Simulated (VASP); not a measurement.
Wanted: the native input for a VASP 6.6.1 run.

* Task: single point
* Functional: PBE
* Dispersion: D3(BJ)
* Potentials or basis: VASP PAW PBE potentials, release 64 (O, H, Ag, F)
* Cutoff: 520 eV
* k mesh: 1 × 1 × 1
* Occupations: fermi-dirac, width 0.02 eV
* Spin: no spin polarisation
* Dipole correction: no
* Further INCAR settings: LREAL = Auto; ALGO = Normal; EDIFF = 1e-06; NBANDS = 49

The structure of AgH12O6F lies in POSCAR:

```
AgH12O6F
1.0
    6.0731780000      0.0000000000      0.0000000000
    0.0000000000      6.0731780000      0.0000000000
    0.0000000000      0.0000000000      6.0731780000
O H Ag F
6 12 1 1
Direct
    0.8475134435      1.0765697959      0.6899353189
    0.0991902427      0.8631395293      0.0335409237
    0.9765727268      0.4725697156      0.1838740771
    0.2291551474      0.4481508693      0.7747344142
    0.4483978569      0.9568795777      0.6705550208
    0.3658216505      0.1924527817      0.3001393998
    0.6864445600      1.0236321083      0.7241348763
    0.8787820808      0.9798658956      0.5588013393
   -0.0241224611      0.9261213816     -0.0550782473
    0.2233591704      0.8618057959     -0.0755452911
    0.9963976027      0.6202189364      0.1119183400
    0.8295162763      0.4438038865      0.1573146712
    0.2133150058      0.2961875973      0.8321508113
    0.3696417263      0.4663456266      0.6868397402
    0.3952131816      1.0258220655      0.5420885079
    0.4807861716      0.8141371783      0.6165799850
    0.2217784494      0.2385242125      0.2608024991
    0.4290998881      0.3238996124      0.3687031732
    0.9041394802      0.4839311477      0.6420855769
    0.5718752192      0.5046945767      0.5444431235
```

One way to write it, as run:

INCAR

```
PREC = Accurate
ENCUT = 520
EDIFF = 1E-6
ISMEAR = -1
SIGMA = 0.02
LREAL = Auto
LASPH = True
NELM = 100
ALGO = Normal
ISIF = 2
LWAVE = False
LCHARG = False
GGA = PE
IVDW = 12
NBANDS = 49
```

KPOINTS

```
regular mesh
0
Gamma
  1 1 1
```

Potentials or basis: VASP PAW PBE potentials, release 64 (O, H, Ag, F).

Run with:

```console
$ cat potpaw_PBE.64/O/POTCAR potpaw_PBE.64/H/POTCAR potpaw_PBE.64/Ag/POTCAR potpaw_PBE.64/F/POTCAR > POTCAR
$ mpirun -np 1 vasp_gam > vasp.out
```

Results of the run:

```json
{"Pressure": "0.9 GPa", "Largest force": "2.975 eV/Å", "Band gap on the k mesh": "2.95 eV", "Dispersion energy per atom": "-0.046 eV"}
```

Caveat: the k points lie up to 1.03 Å⁻¹ apart.

Run time: 30 s on 1 thread of Intel(R) Xeon(R) Platinum 8375C CPU @ 2.90GHz (Ice Lake), with other jobs on the host, peak memory 0.31 GiB.
